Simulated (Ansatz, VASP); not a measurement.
# Lu2Si3P in VASP and in Ansatz

File INCAR:

```
SYSTEM = Lu2Si3P
PREC     = Accurate       ! precision mode
ENCUT    = 520            ! plane-wave cutoff, eV
EDIFF    = 1E-6           ! SCF threshold, eV
ISMEAR   = 0              ! smearing method
SIGMA    = 0.1            ! smearing width, eV
LREAL    = .FALSE.        ! projectors in reciprocal space
LASPH    = .TRUE.         ! aspherical terms in the spheres
NELM     = 60             ! most SCF steps
ALGO     = Normal         ! electronic algorithm
ISIF     = 2              ! what is computed and relaxed
LWAVE    = .FALSE.        ! write WAVECAR
LCHARG   = .FALSE.        ! write CHGCAR
GGA      = PE             ! functional
NBANDS   = 42             ! bands
```

KPOINTS

```
regular mesh
0
G
  4 4 4
  0 0 0
```

The input POSCAR:

```
Lu2Si3P
1.0
    4.4446587800      0.0000000000      0.0000000000
    0.0000000000      4.4446587800      0.0000000000
    0.0000000000      0.0000000000      5.9715842800
Lu Si P
2 3 1
Direct
    0.0000000000      0.5000000000      0.5000000000
    0.5000000000      0.0000000000      0.5000000000
    0.0000000000      0.0000000000      0.2008615600
    0.0000000000      0.0000000000      0.7991384400
    0.0000000000      0.0000000000      0.5000000000
    0.5000000000      0.5000000000      0.5000000000
```

Input for Ansatz:

```yaml
crystal:
  lattice:
    - [4.44465878, 0.0, 0.0]
    - [0.0, 4.44465878, 0.0]
    - [0.0, 0.0, 5.97158428]
  atoms:
    - { symbol: Lu, position: [0.0, 0.5, 0.5] }
    - { symbol: Lu, position: [0.5, 0.0, 0.5] }
    - { symbol: Si, position: [0.0, 0.0, 0.20086156] }
    - { symbol: Si, position: [0.0, 0.0, 0.79913844] }
    - { symbol: Si, position: [0.0, 0.0, 0.5] }
    - { symbol: P, position: [0.5, 0.5, 0.5] }
basis:
  ecutwfc: 420
kpoints:
  mp_grid: { grid: [4, 4, 4] }
hamiltonian:
  xc: pbe
scf:
  occupations: { method: gaussian, width: 0.1 }
  lower_state_search: "off"
output:
  forces: true
  stress: true
  eigenvalues: true
```

Alike in both runs: task single point; functional PBE; k mesh 4 × 4 × 4; occupations gaussian, width 0.1 eV; no spin polarisation.

|  | VASP | Ansatz |
| --- | --- | --- |
| version | VASP 6.6.1 | Ansatz 0.2.0 |
| potentials or method | VASP PAW PBE potentials, release 64 (Lu, Si, P), cutoff 520 eV | scalar-relativistic, plane waves, PAW |
| valence electrons in the cell | 67 | 67 |

```csv
,VASP,Ansatz,Ansatz less VASP
gap on the k mesh at the Fermi level (eV),none,none,-
rms of the force components (eV/Å),4.496,4.527,+0.0308
```

Atom by atom the forces differ by 0.031 eV/Å (rms over components). A gap of «none» marks a metal or a gap that the smearing closes.

Neither program's run includes spin-orbit coupling.
